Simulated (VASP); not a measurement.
Set up this calculation in VASP 6.6.1, as the native input.

| Item | Value |
| --- | --- |
| Task | electric field gradients |
| Functional | PBE |
| Potentials or basis | VASP PAW PBE potentials, release 64 (Ta_sv_GW, N) |
| Cutoff | 520 eV |
| k mesh | 12 × 12 × 10 |
| Occupations | fermi-dirac, width 0.02 eV |
| Spin | no spin polarisation |
| Dipole correction | no |
| Further INCAR settings | ALGO = Normal; EDIFF = 1e-08; NBANDS = 16 |

The structure of TaN lies in POSCAR:

```
TaN
1.0
    2.9379988584      0.0000000000      0.0000000000
   -1.4689994292      2.5443816477      0.0000000000
    0.0000000000      0.0000000000      2.8830000000
Ta N
1 1
Direct
    0.3333333333      0.6666666667      0.5000000000
    0.0000000000      0.0000000000      0.0000000000
```

One way to write it, as run:

INCAR

```
  PREC = Accurate
  ENCUT = 520
  EDIFF = 1E-8
  ISMEAR = -1
  SIGMA = 0.02
  LREAL = False
  LASPH = True
  NELM = 120
  ALGO = Normal
  ISIF = 2
  LWAVE = False
  LCHARG = False
  GGA = PE
  LEFG = True
  NBANDS = 16
  GGA_COMPAT = False
```

KPOINTS

```
Automatic mesh
0
Gamma
  12 12 10
```

Potentials or basis: VASP PAW PBE potentials, release 64 (Ta_sv_GW, N).

Command:

```console
$ cat potpaw_PBE.64/Ta_sv_GW/POTCAR potpaw_PBE.64/N/POTCAR > POTCAR
$ mpirun -np 1 vasp_std > vasp.out
```

Results of the run:

- Pressure: 4.4 GPa
- Band gap on the k mesh: zero (bands 9 and 10 overlap by 0.50 eV)
- Largest electric field gradient by atom: Ta +34.8; N +0.6 V/Å²

Caveat: the cell stands under pressure; without QUAD_EFG the Cq values of the log hold for a quadrupole moment of 1 mb, not for the nuclei; spin-orbit coupling is left out, which moves the levels of the heavy elements.

It took 27 s on 1 thread of Intel(R) Xeon(R) Platinum 8488C (Sapphire Rapids), on a shared host, peak memory 0.17 GiB.
